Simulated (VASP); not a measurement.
Write the native input for VASP 6.6.1 that does the following.

| Quantity | Value |
| --- | --- |
| Task | single point |
| Functional | PBE |
| Dispersion | D3(BJ) |
| Potentials or basis | VASP PAW PBE potentials, release 64 (C) |
| Cutoff | 520 eV |
| k mesh | 4 × 4 × 4 |
| Occupations | fermi-dirac, width 0.24 eV |
| Spin | no spin polarisation |
| Dipole correction | no |
| Further INCAR settings | LREAL = Auto; ALGO = Normal; EDIFF = 1e-06; NBANDS = 46 |

The structure of C lies in POSCAR:

```
C
1.0
    0.0000000000      3.5700000000      3.5700000000
    3.5700000000      0.0000000000      3.5700000000
    3.5700000000      3.5700000000      0.0000000000
C
16
Direct
    0.0147759104      0.1404061625     -0.1314425770
    0.1242156863      0.2445518207      0.0124789916
    0.0048319328      0.1093977591      0.3912745098
    0.1111904762      0.2365406162      0.5111904762
    0.0279271709      0.5907282913     -0.1340056022
    0.1501120448      0.7550420168     -0.0301120448
   -0.0009663866      0.6116386555      0.3914705882
    0.1574089636      0.7500700280      0.4764565826
    0.5498599440      0.0364145658     -0.0948179272
    0.6238375350      0.1971708683      0.0295238095
    0.5173809524      0.0838515406      0.3669047619
    0.6341176471      0.1973389356      0.5330532213
    0.5154621849      0.5768347339     -0.1219327731
    0.6005322129      0.7222408964      0.0305042017
    0.5317507003      0.5555042017      0.3975770308
    0.6533333333      0.7143417367      0.4957983193
```

One way to write it, as run:

INCAR

```
  ALGO = Normal
  EDIFF = 1E-6
  ENCUT = 520
  GGA = PE
  ISIF = 2
  ISMEAR = -1
  IVDW = 12
  LASPH = True
  LCHARG = False
  LREAL = Auto
  LWAVE = False
  NBANDS = 46
  NELM = 100
  PREC = Accurate
  SIGMA = 0.24
```

KPOINTS

```
k-points
0
Gamma
  4 4 4
```

Potentials or basis: VASP PAW PBE potentials, release 64 (C).

Launch:

```sh
$ cat potpaw_PBE.64/C/POTCAR > POTCAR
$ mpirun -np 1 vasp_std > vasp.out
```

It gave:

```yaml
Pressure: 7.3 GPa
Largest_force: 11.227 eV/Å
Band_gap_on_the_k_mesh: 0.99 eV
Dispersion_energy_per_atom: -0.191 eV
```

Caveat: the cell stands under pressure; forces of over 1 eV/Å act on the atoms, so gaps and moduli don't describe the material at rest.

Run time: 3 min on 1 thread of Intel(R) Xeon(R) 6975P-C (Granite Rapids) (shared host), peak memory 0.28 GiB.
